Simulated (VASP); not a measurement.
# NaMg26O27 (a cell with a defect) (Periclase) in VASP: single point with PBE

Aim: the single point of NaMg26O27 (a cell with a defect) (Periclase) with PBE.

All numbers are computed with VASP 6.6.1; they aren't measurements. Logs are shortened: lines on timing, memory, paths and dates and some standing lists are left out, and cuts for length are marked.

## Step 1: The cell of the first run

The cell holds a defect, 54 atoms: a = 8.946 Å, b = 8.946 Å, c = 8.946 Å, α = 60.00°, β = 60.00°, γ = 60.00°.

## Step 2: Single point, PBE

The input, INCAR:

```
PREC = Accurate
ENCUT = 520
EDIFF = 1E-6
ISMEAR = -1
SIGMA = 0.01
LREAL = Auto
LASPH = T
NELM = 100
ALGO = Normal
ISIF = 2
LWAVE = F
LCHARG = F
GGA = PE
NBANDS = 144
NELECT = 222.0
```

The input, KPOINTS:

```
Automatic mesh
0
Gamma
  3 3 3
```

The input, POSCAR:

```
NaMg26O27
1.0
    0.0000000000      6.3255000000      6.3255000000
    6.3255000000      0.0000000000      6.3255000000
    6.3255000000      6.3255000000      0.0000000000
Na Mg O
1 26 27
Direct
    0.0000000000      0.0000000000      0.0000000000
    0.0000000000      0.0000000000      0.3306483073
    0.0000000000      0.0000000000      0.6693516927
    0.0000000000      0.3306483073      0.0000000000
   -0.0003772862      0.3334590954      0.3334590954
    0.0000000000      0.3306483073      0.6693516927
    0.0000000000      0.6693516927      0.0000000000
    0.0000000000      0.6693516927      0.3306483073
    0.0003772862      0.6665409046      0.6665409046
    0.3306483073      0.0000000000      0.0000000000
    0.3334590954     -0.0003772862      0.3334590954
    0.3306483073      0.0000000000      0.6693516927
    0.3334590954      0.3334590954     -0.0003772862
    0.3334590954      0.3334590954      0.3334590954
    0.3337324155      0.3337324155      0.6662675845
    0.3306483073      0.6693516927      0.0000000000
    0.3337324155      0.6662675845      0.3337324155
    0.3337324155      0.6662675845      0.6662675845
    0.6693516927      0.0000000000      0.0000000000
    0.6693516927      0.0000000000      0.3306483073
    0.6665409046      0.0003772862      0.6665409046
    0.6693516927      0.3306483073      0.0000000000
    0.6662675845      0.3337324155      0.3337324155
    0.6662675845      0.3337324155      0.6662675845
    0.6665409046      0.6665409046      0.0003772862
    0.6662675845      0.6662675845      0.3337324155
    0.6665409046      0.6665409046      0.6665409046
    0.1669873939      0.1669873939      0.1669873939
    0.1669873939      0.1669873939      0.4990378182
    0.1746637320      0.1746637320      0.8253362680
    0.1669873939      0.4990378182      0.1669873939
    0.1665204422      0.5000000000      0.5000000000
    0.1665204422      0.5000000000      0.8334795578
    0.1746637320      0.8253362680      0.1746637320
    0.1665204422      0.8334795578      0.5000000000
    0.1746637320      0.8253362680      0.8253362680
    0.4990378182      0.1669873939      0.1669873939
    0.5000000000      0.1665204422      0.5000000000
    0.5000000000      0.1665204422      0.8334795578
    0.5000000000      0.5000000000      0.1665204422
    0.5000000000      0.5000000000      0.5000000000
    0.5000000000      0.5000000000      0.8334795578
    0.5000000000      0.8334795578      0.1665204422
    0.5000000000      0.8334795578      0.5000000000
    0.5009621818      0.8330126061      0.8330126061
    0.8253362680      0.1746637320      0.1746637320
    0.8334795578      0.1665204422      0.5000000000
    0.8253362680      0.1746637320      0.8253362680
    0.8334795578      0.5000000000      0.1665204422
    0.8334795578      0.5000000000      0.5000000000
    0.8330126061      0.5009621818      0.8330126061
    0.8253362680      0.8253362680      0.1746637320
    0.8330126061      0.8330126061      0.5009621818
    0.8330126061      0.8330126061      0.8330126061
```

Potentials or basis: VASP PAW PBE potentials, release 64 (Na_pv, Mg, O).

Run with:

```sh
cat potpaw_PBE.64/Na_pv/POTCAR potpaw_PBE.64/Mg/POTCAR potpaw_PBE.64/O/POTCAR > POTCAR
mpirun -np 1 vasp_std > vasp.out
```

OUTCAR:

```text
PREC = Accurate
   ENCUT = 520
   EDIFF = 1E-6
   ISMEAR = -1
   LREAL = Auto
   LASPH = T
   NELM = 100
   ISIF = 2
   GGA = PE
   NELECT = 222.0

 ion  position               nearest neighbor table
   1  0.000  0.000  0.000-  30 2.21  34 2.21  36 2.21  46 2.21  48 2.21  52 2.21  10 2.96  12 2.96
                            16 2.96  19 2.96  20 2.96  22 2.96   2 2.96   3 2.96   4 2.96   6 2.96
   2  0.000  0.000  0.331-  34 2.09  46 2.09  28 2.11  53 2.11  47 2.12  35 2.12   4 2.96   8 2.96
                            10 2.96  20 2.96   1 2.96  17 2.99  23 2.99  21 2.99   9 2.99   5 2.99
   3  0.000  0.000  0.669-  36 2.09  48 2.09  54 2.11  29 2.11  35 2.12  47 2.12   6 2.96   7 2.96
                            12 2.96  19 2.96   1 2.96  18 2.99  24 2.99   5 2.99  11 2.99  21 2.99
   4  0.000  0.331  0.000-  30 2.09  46 2.09  28 2.11  51 2.11  49 2.12  33 2.12   2 2.96   6 2.96
                            10 2.96  22 2.96   1 2.96  15 2.99  23 2.99   9 2.99  25 2.99  13 2.99
   5  1.000  0.333  0.333-  29 2.11  31 2.11  28 2.11  50 2.11  49 2.11  47 2.11  24 2.98  26 2.98
                            23 2.98  11 2.99  13 2.99  14 2.99   8 2.99   6 2.99   7 2.99   3 2.99
   6  0.000  0.331  0.669-  30 2.09  48 2.09  29 2.11  51 2.11  50 2.12  32 2.12   3 2.96   4 2.96
                            12 2.96  22 2.96   1 2.96  15 2.99  24 2.99   9 2.99   5 2.99  14 2.99
   7  0.000  0.669  0.000-  36 2.09  52 2.09  54 2.11  31 2.11  33 2.12  49 2.12   3 2.96   8 2.96
                            16 2.96  19 2.96   1 2.96  18 2.99  26 2.99   5 2.99  13 2.99  25 2.99
   8  0.000  0.669  0.331-  34 2.09  52 2.09  31 2.11  53 2.11  32 2.12  50 2.12   2 2.96   7 2.96
                            16 2.96  20 2.96   1 2.96  17 2.99  26 2.99   5 2.99   9 2.99  27 2.99
   9  0.000  0.667  0.667-  51 2.11  53 2.11  54 2.11  32 2.11  35 2.11  33 2.11  17 2.98  15 2.98
[... 62 lines left out ...]
  53  0.833  0.833  0.501-   9 2.11  21 2.11  27 2.11   2 2.11   8 2.11  20 2.11
  54  0.833  0.833  0.833-   9 2.11  21 2.11  25 2.11  19 2.11   7 2.11   3 2.11

  LATTYP: Found a face centered cubic cell.
 ALAT       =    12.6510000000

  Lattice vectors:

 A1 = (   0.0000000000,   6.3255000000,   6.3255000000)
 A2 = (   6.3255000000,   0.0000000000,   6.3255000000)
 A3 = (   6.3255000000,   6.3255000000,   0.0000000000)

Analysis of symmetry for initial positions (statically):
=====================================================================
 Subroutine PRICEL returns:
 Original cell was already a primitive cell.

 Routine SETGRP: Setting up the symmetry group for a
 face centered cubic supercell.

 Subroutine GETGRP returns: Found 48 space group operations
 (whereof 48 operations were pure point group operations)
 out of a pool of 48 trial point group operations.

The static configuration has the point symmetry O_h .

[... 205 lines left out ...]
   PSTRESS=    0.0 pullay stress
   NELECT =     222.0000    total number of electrons
   NUPDOWN=      -1.0000    fix difference up-down
   EMIN   =  10.00;   EMAX   =-10.00  energy-range for DOS
   EFERMI =   0.00;   METHOD = LEGACY
   ISMEAR =    -1;   SIGMA  =   0.01  broadening in eV -4-tet -1-fermi 0-gaus
   EFERMI_NEDOS =   21; number of points for ismear=-14 and -15
   IALGO  =     38    algorithm
   IMIX   =      4    mixing-type and parameters
     AMIX     =   0.40;   BMIX     =  1.00
     AMIX_MAG =   1.60;   BMIX_MAG =  1.00
  volume/ion in A,a.u.               =       9.37        63.26
  Fermi-wavevector in a.u.,A,eV,Ry     =   1.243811  2.350461 21.049099  1.547065
  Thomas-Fermi vector in A             =   2.378105
   LORBIT       =      0    0 simple, 1 ext, 2 COOP (PROOUT), +10 PAW based schemes
   GGA     = PE    functional components
   LHFCALC =     F    Hartree Fock is set to
   AEXX    =    0.0000 exact exchange contribution
   IVDW    =     0    specifies the selected vdW correction
   LEPSILON=     F    determine dielectric tensor
   LRPA    =     F    only Hartree local field effects (RPA)
 non-spin polarized calculation
  energy-cutoff  :      520.00
  volume of cell :      506.19
 maximum number of plane-waves:     13666
 NGX is ok and might be reduce to    70
   NGX = 33   NGY = 33   NGZ = 33

 number of electron     222.0000003 magnetization

 Free energy of the ion-electron system (eV)
  ---------------------------------------------------
  ext. energy  EPLUGINS =         0.00000000
  ---------------------------------------------------
  free energy    TOTEN  =      -313.60241238 eV

  energy without entropy =     -313.60241238  energy(sigma->0) =     -313.60241238

 E-fermi :   3.4661     XC(G=0): -11.0790

 val. band max:        3.1935651057   @ k =   0.0000   0.0000   0.0000
 cond. band min:       7.8733792582   @ k =   0.0000   0.0000   0.0000
 fundamental gap:      4.6798141525
 Fermi energy:         3.4660771656

 k-point     1 :       0.0000    0.0000    0.0000
  band No.  band energies     occupation
      1     -16.9127      2.00000
      2     -16.9127      2.00000
      3     -16.9127      2.00000
      4     -14.1376      2.00000
      5     -13.3429      2.00000
      6     -13.2920      2.00000
[... 493 lines left out ...]
    122      12.1520      0.00000
    123      12.2219      0.00000
 [bands above 123 left out]

------------------------ aborting loop because EDIFF is reached ----------------------------------------

  FORCE on cell =-STRESS in cart. coord.  units (eV):
  Direction    XX          YY          ZZ          XY          YZ          ZX
  --------------------------------------------------------------------------------------
  -------------------------------------------------------------------------------------
  Total       22.7571754     22.7571754     22.7571754     -0.0000000      0.0000000     -0.0000000
  in kB       72.0301573     72.0301573     72.0301573     -0.0000000      0.0000000     -0.0000000
  external PRESSURE =      72.0301573 kB  Pullay stress =       0.0000000 kB

 VOLUME and BASIS-vectors are now :
 -----------------------------------------------------------------------------
  energy-cutoff  :      520.00
  volume of cell :      506.19
      direct lattice vectors                 reciprocal lattice vectors
     0.000000000  6.325500000  6.325500000    -0.079045135  0.079045135  0.079045135
     6.325500000  0.000000000  6.325500000     0.079045135 -0.079045135  0.079045135
     6.325500000  6.325500000  0.000000000     0.079045135  0.079045135 -0.079045135

 POSITION                                       TOTAL-FORCE (eV/Angst)
 -----------------------------------------------------------------------------------
      0.00000      0.00000      0.00000         0.000000     -0.000000      0.000000
      2.09152      2.09152      0.00000         0.025648      0.025648      0.000000
      4.23398      4.23398      0.00000        -0.025648     -0.025648      0.000000
      2.09152      0.00000      2.09152         0.025648     -0.000000      0.025648
      4.21859      8.43241      8.43241         0.027068     -0.027068     -0.027068
      6.32550      4.23398      2.09152         0.000000     -0.025648      0.025648
[... 46 lines left out ...]
      8.43806      8.43806     10.53844        -0.018714     -0.018714      0.018714
     10.53844     10.53844     10.53844         0.018714      0.018714      0.018714
 -----------------------------------------------------------------------------------
    total drift:                               -0.000000     -0.000000      0.000000

  FREE ENERGIE OF THE ION-ELECTRON SYSTEM (eV)
  ---------------------------------------------------
  free  energy   TOTEN  =      -313.6024123770 eV

  energy  without entropy=     -313.6024123770  energy(sigma->0) =     -313.60241238
```

It took 30 min on 1 thread of Oxide Virtual Turin-like, shared host; peak memory 0.76 GiB.

What came out:

```yaml
Free_energy: -313.6024 eV
Largest_force: 0.047 eV/Å
```

Forces on the atoms (eV/Å):
```
Na   0.000  0.000  0.000
Mg   0.026  0.026  0.000
Mg  -0.026 -0.026  0.000
Mg   0.026  0.000  0.026
Mg   0.027 -0.027 -0.027
Mg   0.000 -0.026  0.026
Mg  -0.026  0.000 -0.026
Mg   0.000  0.026 -0.026
Mg  -0.027  0.027  0.027
Mg   0.000  0.026  0.026
Mg  -0.027  0.027 -0.027
Mg  -0.026  0.000  0.026
Mg  -0.027 -0.027  0.027
Mg   0.027  0.027  0.027
Mg   0.000  0.000 -0.033
Mg  -0.026  0.026  0.000
Mg   0.000 -0.033  0.000
Mg   0.033  0.000  0.000
Mg   0.000 -0.026 -0.026
Mg   0.026  0.000 -0.026
Mg   0.027 -0.027  0.027
Mg   0.026 -0.026  0.000
Mg  -0.033  0.000  0.000
Mg   0.000  0.033  0.000
Mg   0.027  0.027 -0.027
Mg   0.000  0.000  0.033
Mg  -0.027 -0.027 -0.027
O   -0.019 -0.019 -0.019
O    0.019  0.019 -0.019
O    0.000  0.000  0.030
O    0.019 -0.019  0.019
O    0.000 -0.016 -0.016
O    0.016  0.000 -0.016
O    0.000  0.030  0.000
O    0.016 -0.016  0.000
O   -0.030  0.000  0.000
O   -0.019  0.019  0.019
O   -0.016  0.000 -0.016
O    0.000  0.016 -0.016
O   -0.016 -0.016  0.000
O    0.000  0.000  0.000
O    0.016  0.016  0.000
O    0.000 -0.016  0.016
O    0.016  0.000  0.016
O    0.019 -0.019 -0.019
O    0.030  0.000  0.000
O   -0.016  0.016  0.000
O    0.000 -0.030  0.000
O   -0.016  0.000  0.016
O    0.000  0.016  0.016
O   -0.019  0.019 -0.019
O    0.000  0.000 -0.030
O   -0.019 -0.019  0.019
O    0.019  0.019  0.019
```

Caveat: the cell carries a net charge on a neutralising background, which shifts energy and pressure; the cell is charged against a uniform background, so pressure and absolute levels hang on convention.
